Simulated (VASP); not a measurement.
# LiF (P6_3mc) in VASP: further runs

The runs below take LiF through single point, with PBE.

Program: VASP 6.6.1. These are calculated values, not measurements. Logs are shortened: lines on timing, memory, paths and dates and some standing lists are left out, and cuts for length are marked.

## (1) The cell of the first run

It takes space group P6_3mc (No. 186, hexagonal). The conventional cell has a = 3.178 Å, b = 3.178 Å, c = 4.744 Å, α = 90.00°, β = 90.00°, γ = 120.00°. Li (site symmetry 3m) has 4 F at 1.84 to 1.91 Å within 2.4 Å. Within 2.4 Å of F (site symmetry 3m) lie 4 Li at 1.84 to 1.91 Å.

## (2) Single point, PBE (c/a of the conventional cell at fixed volume 1.4929)

Contents of INCAR:

```
PREC = Accurate ; ENCUT = 520
EDIFF = 1E-6 ; ISMEAR = 0
SIGMA = 0.05 ; LREAL = False
LASPH = True ; NELM = 100
ALGO = Normal ; ISIF = 2
LWAVE = False ; LCHARG = True
GGA = PE ; LELF = True
LVHAR = True ; NBANDS = 18
```

Contents of KPOINTS:

```
regular mesh
0
Gamma
  9 9 6
```

Contents of POSCAR:

```
LiF
1.0
    3.1775711328      0.0000000000      0.0000000000
   -1.5887855664      2.7518573233      0.0000000000
    0.0000000000      0.0000000000      4.7437959441
Li F
2 2
Direct
    0.3333333333      0.6666666667      0.3810713234
    0.6666666667      0.3333333333      0.8810713234
    0.3333333333      0.6666666667      0.9939266766
    0.6666666667      0.3333333333      0.4939266766
```

Potentials or basis: VASP PAW PBE potentials, release 64 (Li_sv, F).

On the command line:

```console
$ cat potpaw_PBE.64/Li_sv/POTCAR potpaw_PBE.64/F/POTCAR > POTCAR
$ mpirun -np 1 vasp_std > vasp.out
```

OUTCAR:

```text
PREC = Accurate
   ENCUT = 520
   EDIFF = 1E-6
   ISMEAR = 0
   LREAL = False
   LASPH = True
   NELM = 100
   ISIF = 2
   GGA = PE

 ion  position               nearest neighbor table
   1  0.333  0.667  0.381-   3 1.84   4 1.91   4 1.91   4 1.91
   2  0.667  0.333  0.881-   4 1.84   3 1.91   3 1.91   3 1.91
   3  0.333  0.667  0.994-   1 1.84   2 1.91   2 1.91   2 1.91
   4  0.667  0.333  0.494-   2 1.84   1 1.91   1 1.91   1 1.91

  LATTYP: Found a hexagonal cell.
 ALAT       =     3.1775711328
 C/A-ratio  =     1.4929000000

  Lattice vectors:

 A1 = (   3.1775711328,   0.0000000000,   0.0000000000)
 A2 = (  -1.5887855664,   2.7518573233,   0.0000000000)
 A3 = (   0.0000000000,   0.0000000000,   4.7437959441)

Analysis of symmetry for initial positions (statically):
=====================================================================
 Subroutine PRICEL returns:
 Original cell was already a primitive cell.

 Routine SETGRP: Setting up the symmetry group for a
 hexagonal supercell.

 Subroutine GETGRP returns: Found 12 space group operations
 (whereof  6 operations were pure point group operations)
 out of a pool of 24 trial point group operations.

The static configuration has the point symmetry C_3v.
 The point group associated with its full space group is C_6v.

Analysis of symmetry for dynamics (positions and initial velocities):
=====================================================================
 Subroutine PRICEL returns:
 Original cell was already a primitive cell.

 Routine SETGRP: Setting up the symmetry group for a
 hexagonal supercell.

 Subroutine GETGRP returns: Found 12 space group operations
 (whereof  6 operations were pure point group operations)
 out of a pool of 24 trial point group operations.

The dynamic configuration has the point symmetry C_3v.
 The point group associated with its full space group is C_6v.

 Subroutine INISYM returns: Found 12 space group operations
 (whereof  6 operations are pure point group operations),
 and found     1 'primitive' translations

----------------------------------------------------------------------------------------

                                     Primitive cell

  volume of cell :      41.4808

  direct lattice vectors                    reciprocal lattice vectors
     3.177571133  0.000000000  0.000000000     0.314705779  0.181695466  0.000000000
    -1.588785566  2.751857323  0.000000000     0.000000000  0.363390933  0.000000000
     0.000000000  0.000000000  4.743795944     0.000000000  0.000000000  0.210801647

  length of vectors
     3.177571133  3.177571133  4.743795944     0.363390933  0.363390933  0.210801647

  position of ions in fractional coordinates (direct lattice)
     0.333333333  0.666666667  0.381071323
     0.666666667  0.333333333  0.881071323
     0.333333333  0.666666667  0.993926677
     0.666666667  0.333333333  0.493926677

  ion indices of the primitive-cell ions
   primitive index   ion index
                 1           1
                 2           2
                 3           3
                 4           4

----------------------------------------------------------------------------------------

 KPOINTS: regular mesh

Automatic generation of k-mesh.
 Grid dimensions read from file:
 generate k-points for:    9    9    6

 Generating k-lattice:

  Cartesian coordinates                     Fractional coordinates (reciprocal lattice)
     0.034967309  0.020188385  0.000000000     0.111111111 -0.000000000  0.000000000
     0.000000000  0.040376770  0.000000000     0.000000000  0.111111111  0.000000000
     0.000000000  0.000000000  0.035133608     0.000000000  0.000000000  0.166666667

  Length of vectors
     0.040376770  0.040376770  0.035133608

  Shift w.r.t. Gamma in fractional coordinates (k-lattice)
     0.000000000  0.000000000  0.000000000

 Subroutine IBZKPT returns following result:
 ===========================================

 Found     48 irreducible k-points:

 Following reciprocal coordinates:
            Coordinates               Weight
  0.000000  0.000000  0.000000      1.000000
  0.111111 -0.000000  0.000000      6.000000
  0.222222  0.000000  0.000000      6.000000
  0.333333  0.000000  0.000000      6.000000
  0.444444  0.000000  0.000000      6.000000
  0.111111  0.111111  0.000000      6.000000
[... 16 lines left out ...]
  0.333333  0.222222  0.166667     24.000000
  0.333333  0.333333  0.166667      4.000000
 [... further k-points ...]
   k-points           NKPTS =     48   k-points in BZ     NKDIM =     48   number of bands    NBANDS=     18
   number of dos      NEDOS =    301   number of ions     NIONS =      4
   total plane-waves  NPLWV =  20736
   dimension x,y,z NGX =    24 NGY =   24 NGZ =   36
   dimension x,y,z NGXF=    48 NGYF=   48 NGZF=   72
   ions per type =               2   2
   NGX,Y,Z   is equivalent  to a cutoff of  12.56, 12.56, 12.62 a.u.
   NGXF,Y,Z  is equivalent  to a cutoff of  25.11, 25.11, 25.23 a.u.
 SYSTEM =  unknown system
   PREC   = accura    normal or accurate (medium, high low for compatibility)
   ISTART =      0    job   : 0-new  1-cont  2-samecut
   ICHARG =      2    charge: 1-file 2-atom 10-const
   ISPIN  =      1    spin polarized calculation?
   LNONCOLLINEAR =      F non collinear calculations
   LSORBIT =      F    spin-orbit coupling
   LASPH  =      T    aspherical Exc in radial PAW
   ENCUT  =  520.0 eV  38.22 Ry    6.18 a.u.   5.91  5.91  8.82*2*pi/ulx,y,z
   NELM   =    100;   NELMIN=  2; NELMDL= -5     # of ELM steps
   EDIFF  = 0.1E-05   stopping-criterion for ELM
   LREAL  =      F    real-space projection
   EDIFFG = 0.1E-04   stopping-criterion for IOM
   NSW    =      0    number of steps for IOM
   IBRION =     -1    ionic relax: 0-MD 1-quasi-New 2-CG
   NFREE  =      0    steps in history (QN), initial steepest desc. (CG)
   ISIF   =      2    stress and relaxation
   ISYM   =      2    0-nonsym 1-usesym 2-fastsym
   POTIM  = 0.5000    time-step for ionic-motion
   TEBEG  =    0.0;   TEEND  =   0.0 temperature during run
   PSTRESS=    0.0 pullay stress
   NELECT =      20.0000    total number of electrons
   NUPDOWN=      -1.0000    fix difference up-down
   EMIN   =  10.00;   EMAX   =-10.00  energy-range for DOS
   EFERMI =   0.00;   METHOD = LEGACY
   ISMEAR =     0;   SIGMA  =   0.05  broadening in eV -4-tet -1-fermi 0-gaus
   EFERMI_NEDOS =   21; number of points for ismear=-14 and -15
   IALGO  =     38    algorithm
   IMIX   =      4    mixing-type and parameters
     AMIX     =   0.40;   BMIX     =  1.00
     AMIX_MAG =   1.60;   BMIX_MAG =  1.00
  volume/ion in A,a.u.               =      10.37        69.98
  Fermi-wavevector in a.u.,A,eV,Ry     =   1.283716  2.425872 22.421420  1.647928
  Thomas-Fermi vector in A             =   2.415953
   LORBIT       =      0    0 simple, 1 ext, 2 COOP (PROOUT), +10 PAW based schemes
   GGA     = PE    functional components
   LHFCALC =     F    Hartree Fock is set to
   AEXX    =    0.0000 exact exchange contribution
   IVDW    =     0    specifies the selected vdW correction
   LEPSILON=     F    determine dielectric tensor
   LRPA    =     F    only Hartree local field effects (RPA)
 non-spin polarized calculation
 Gauss-broadening in eV      SIGMA  =   0.05
  energy-cutoff  :      520.00
  volume of cell :       41.48
 maximum number of plane-waves:      1132
 NGX is ok and might be reduce to    24
   NGX = 11   NGY = 11   NGZ = 17

 number of electron      20.0000028 magnetization

 Free energy of the ion-electron system (eV)
  ---------------------------------------------------
  ext. energy  EPLUGINS =         0.00000000
  ---------------------------------------------------
  free energy    TOTEN  =       -19.28279919 eV

  energy without entropy =      -19.28279919  energy(sigma->0) =      -19.28279919

 E-fermi :  -2.3444     XC(G=0):  -8.6404

 val. band max:       -2.6258432543   @ k =   0.0000   0.0000   0.0000
 cond. band min:       4.9121974367   @ k =   0.0000   0.0000   0.0000
 fundamental gap:      7.5380406910
 Fermi energy:        -2.3444375567

 k-point     1 :       0.0000    0.0000    0.0000
  band No.  band energies     occupation
      1     -43.2305      2.00000
      2     -43.1911      2.00000
      3     -22.0339      2.00000
      4     -21.7861      2.00000
      5      -4.7023      2.00000
      6      -3.1768      2.00000
[... 10 lines left out ...]
     17      16.2714      0.00000
     18      18.2100      0.00000

 k-point     2 :       0.1111   -0.0000    0.0000
  band No.  band energies     occupation
      1     -43.2278      2.00000
      2     -43.1904      2.00000
      3     -22.0197      2.00000
      4     -21.7847      2.00000
      5      -4.6436      2.00000
      6      -3.2900      2.00000
[... 10 lines left out ...]
     17      16.4505      0.00000
     18      17.9013      0.00000

 k-point     3 :       0.2222    0.0000    0.0000
  band No.  band energies     occupation
      1     -43.2203      2.00000
      2     -43.1889      2.00000
      3     -21.9798      2.00000
      4     -21.7823      2.00000
      5      -4.4933      2.00000
      6      -3.6116      2.00000
[... 10 lines left out ...]
     17      16.5845      0.00000
     18      16.8612      0.00000

 k-point     4 :       0.3333    0.0000    0.0000
  band No.  band energies     occupation
      1     -43.2108      2.00000
      2     -43.1881      2.00000
      3     -21.9276      2.00000
      4     -21.7861      2.00000
      5      -4.4041      2.00000
      6      -3.8726      2.00000
[... 375 lines left out ...]
      4     -21.7991      2.00000
      5      -4.2619      2.00000
      6      -4.1831      2.00000
[... 10 lines left out ...]
     17      16.6421      0.00000
     18      17.7106      0.00000

 k-point    23 :       0.3333    0.2222    0.1667
  band No.  band energies     occupation
      1     -43.1985      2.00000
      2     -43.1909      2.00000
      3     -21.8575      2.00000
      4     -21.8110      2.00000
      5      -4.4837      2.00000
      6      -3.9945      2.00000
[... 10 lines left out ...]
     17      16.1596      0.00000
     18      17.8345      0.00000

 k-point    24 :       0.3333    0.3333    0.1667
  band No.  band energies     occupation
      1     -43.1938      2.00000
      2     -43.1938      2.00000
      3     -21.8298      2.00000
      4     -21.8298      2.00000
      5      -4.5306      2.00000
      6      -3.8425      2.00000
[... 10 lines left out ...]
     17      15.6768      0.00000
     18      17.8486      0.00000

 [... further k-points ...]

------------------------ aborting loop because EDIFF is reached ----------------------------------------

  FORCE on cell =-STRESS in cart. coord.  units (eV):
  Direction    XX          YY          ZZ          XY          YZ          ZX
  --------------------------------------------------------------------------------------
  -------------------------------------------------------------------------------------
  Total       -0.4038852     -0.4038852      0.6929264      0.0000000      0.0000000      0.0000000
  in kB      -15.5998828    -15.5998828     26.7639694      0.0000000      0.0000000      0.0000000
  external PRESSURE =      -1.4785987 kB  Pullay stress =       0.0000000 kB

 VOLUME and BASIS-vectors are now :
 -----------------------------------------------------------------------------
  energy-cutoff  :      520.00
  volume of cell :       41.48
      direct lattice vectors                 reciprocal lattice vectors
     3.177571133  0.000000000  0.000000000     0.314705779  0.181695466  0.000000000
    -1.588785566  2.751857323  0.000000000     0.000000000  0.363390933  0.000000000
     0.000000000  0.000000000  4.743795944     0.000000000  0.000000000  0.210801647

 POSITION                                       TOTAL-FORCE (eV/Angst)
 -----------------------------------------------------------------------------------
     -0.00000      1.83457      1.80772         0.000000      0.000000      0.189492
      1.58879      0.91729      4.17962        -0.000000      0.000000      0.189492
     -0.00000      1.83457      4.71499        -0.000000      0.000000     -0.189492
      1.58879      0.91729      2.34309         0.000000     -0.000000     -0.189492
 -----------------------------------------------------------------------------------
    total drift:                                0.000000     -0.000000     -0.006965

  FREE ENERGIE OF THE ION-ELECTRON SYSTEM (eV)
  ---------------------------------------------------
  free  energy   TOTEN  =       -19.2827991873 eV

  energy  without entropy=      -19.2827991873  energy(sigma->0) =      -19.28279919
```

Run time: 49 s. Hardware: 1 thread of AMD EPYC 7R13 (Zen 3), shared host; peak memory 0.13 GiB.

What came out:

| Property | Result |
| --- | --- |
| Free energy | -19.2828 eV |
| Largest force | 0.189 eV/Å |
| Band gap on the k mesh | 7.54 eV, direct |

Forces in eV/Å, atoms in the order of the input:
```
Li   0.000  0.000  0.189
Li   0.000  0.000  0.189
F    0.000  0.000 -0.189
F    0.000  0.000 -0.189
```

Caveat: the cutoff is under 1.25 times the usual one of these potentials, so pressure, stress and relaxed cells hold a basis-set (Pulay) error. A k mesh can miss the band edges.

## (3) Single point, PBE (c/a of the conventional cell at fixed volume 1.6936)

Contents of INCAR:

```
ALGO     = Normal         # electronic algorithm
EDIFF    = 1E-6           # SCF threshold, eV
ENCUT    = 520            # plane-wave cutoff, eV
GGA      = PE             # functional
ISIF     = 2              # what is computed and relaxed
ISMEAR   = 0              # smearing method
LASPH    = True           # aspherical terms in the spheres
LCHARG   = False          # write CHGCAR
LREAL    = False          # projectors in reciprocal space
LWAVE    = False          # write WAVECAR
NBANDS   = 18             # bands
NELM     = 60             # most SCF steps
PREC     = Accurate       # precision mode
SIGMA    = 0.05           # smearing width, eV
```

Contents of KPOINTS:

```
k-points
0
Gamma
  9 9 6
```

Contents of POSCAR:

```
LiF
1.0
    3.0467389106      0.0000000000      0.0000000000
   -1.5233694553      2.6385532953      0.0000000000
    0.0000000000      0.0000000000      5.1599570191
Li F
2 2
Direct
    0.3333333333      0.6666666667      0.3402706354
    0.6666666667      0.3333333333      0.8402706354
    0.3333333333      0.6666666667      0.9939266766
    0.6666666667      0.3333333333      0.4939266766
```

Potentials or basis: VASP PAW PBE potentials, release 64 (Li_sv, F).

On the command line:

```console
$ cat potpaw_PBE.64/Li_sv/POTCAR potpaw_PBE.64/F/POTCAR > POTCAR
$ mpirun -np 1 vasp_std > vasp.out
```

Wall time 54 s (1 thread of AMD EPYC 7R13 (Zen 3), shared host); peak memory 0.13 GiB.

It converged, with:

```
Free energy            : -19.2146 eV
Largest force          : 0.532 eV/Å
Band gap on the k mesh : 7.53 eV, direct
```

Forces in eV/Å, atoms in the order of the input:
```
Li   0.000  0.000  0.532
Li   0.000  0.000  0.532
F    0.000  0.000 -0.532
F    0.000  0.000 -0.532
```

Levels at points of the mesh, in eV from the valence-band top:
```csv
k point,band 8,band 9,band 10,band 11,band 12,band 13
"(0.00, 0.00, 0.00)",-0.23,0.00,0.00,7.53,11.43,14.17
"(0.00, 0.00, 0.50)",-0.12,-0.12,-0.12,9.00,9.00,16.79
```

Caveat: the cutoff is under 1.25 times the usual one of these potentials, so pressure, stress and relaxed cells hold a basis-set (Pulay) error. A k mesh can miss the band edges.

## (4) Single point, PBE (c/a of the conventional cell at fixed volume 1.6183)

Contents of INCAR:

```
  PREC = Accurate
  ENCUT = 520
  EDIFF = 1E-7
  ISMEAR = 0
  SIGMA = 0.05
  LREAL = F
  LASPH = T
  NELM = 80
  ALGO = Normal
  ISIF = 2
  LWAVE = F
  LCHARG = F
  GGA = PE
  NBANDS = 18
```

Contents of KPOINTS:

```
Automatic mesh
0
Gamma
  9 9 6
```

Contents of POSCAR:

```
LiF
1.0
    3.0932795901      0.0000000000      0.0000000000
   -1.5466397950      2.6788587060      0.0000000000
    0.0000000000      0.0000000000      5.0058543606
Li F
2 2
Direct
    0.3333333333      0.6666666667      0.4320721835
    0.6666666667      0.3333333333      0.9320721835
    0.3333333333      0.6666666667      0.9939266766
    0.6666666667      0.3333333333      0.4939266766
```

On the command line:

```console
$ cat potpaw_PBE.64/Li_sv/POTCAR potpaw_PBE.64/F/POTCAR > POTCAR
$ mpirun -np 1 vasp_std > vasp.out
```

Wall time 48 s (1 thread of AMD EPYC 7R13 (Zen 3), shared host); peak memory 0.13 GiB.

It converged, with:

* Free energy: -19.1652 eV
* Largest force: 0.300 eV/Å
* Band gap on the k mesh: 7.40 eV, direct

Forces on the atoms (eV/Å):
```
Li   0.000  0.000 -0.300
Li   0.000  0.000 -0.300
F    0.000  0.000  0.300
F    0.000  0.000  0.300
```

Levels at points of the mesh, in eV from the valence-band top:
```csv
k point,band 8,band 9,band 10,band 11,band 12,band 13
"(0.00, 0.00, 0.00)",-0.41,-0.41,0.00,7.40,11.53,14.68
"(0.00, 0.00, 0.50)",-0.53,-0.53,-0.53,9.15,9.15,16.80
```

Caveat: the cutoff is under 1.25 times the usual one of these potentials, so pressure, stress and relaxed cells hold a basis-set (Pulay) error. A k mesh can miss the band edges.

[end of part 1 of 2]
